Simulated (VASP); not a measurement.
Input of a VASP 6.6.1 run:

File INCAR:

```
SYSTEM = BP
ALGO = Normal ; DIPOL = 0.5 0.5 0.500
EDIFF = 1E-7 ; ENCUT = 520
GGA = PS ; IDIPOL = 3
ISIF = 2 ; ISMEAR = 0
LASPH = .TRUE. ; LCHARG = .FALSE.
LDIPOL = .TRUE. ; LREAL = .FALSE.
LWAVE = .FALSE. ; NBANDS = 31
NELM = 100 ; PREC = Accurate
SIGMA = 0.05
```

KPOINTS

```
k-points
0
G
  8 8 1
  0 0 0
```

Contents of POSCAR:

```
BP
1.0
    3.1962448201      0.0000000000      0.0000000000
    0.0000000000      3.1962448201      0.0000000000
    0.0000000000      0.0000000000     25.1703887398
P B
5 5
Direct
    0.0000000000      0.5000000000      0.2988650257
    0.5000000000      0.0000000000      0.3885908235
    0.0000000000      0.5000000000      0.4780292508
    0.5000000000      0.0000000000      0.5679750500
    0.0000000000      0.5000000000      0.6584933913
    0.5000000000      0.5000000000      0.3437499852
    0.0000000000      0.0000000000      0.4333416503
    0.5000000000      0.5000000000      0.5229149524
    0.0000000000      0.0000000000      0.6122191376
    0.5000000000      0.5000000000      0.6958207332
```

Potentials or basis: VASP PAW PBE potentials, release 64 (P, B).

Run with:

```bash
$ cat potpaw_PBE.64/P/POTCAR potpaw_PBE.64/B/POTCAR > POTCAR
$ mpirun -np 1 vasp_std > vasp.out
```

(1) Estimate the largest force.

(2) Predict the band gap on the k mesh.

## Answers

(1) 0.010 eV/Å.

(2) zero (band 20 reaches 0.40 eV, above the bottom of band 21 at -0.80 eV).

Caveat: the PAW data sets were made with another functional, which shifts forces and pressure a little.
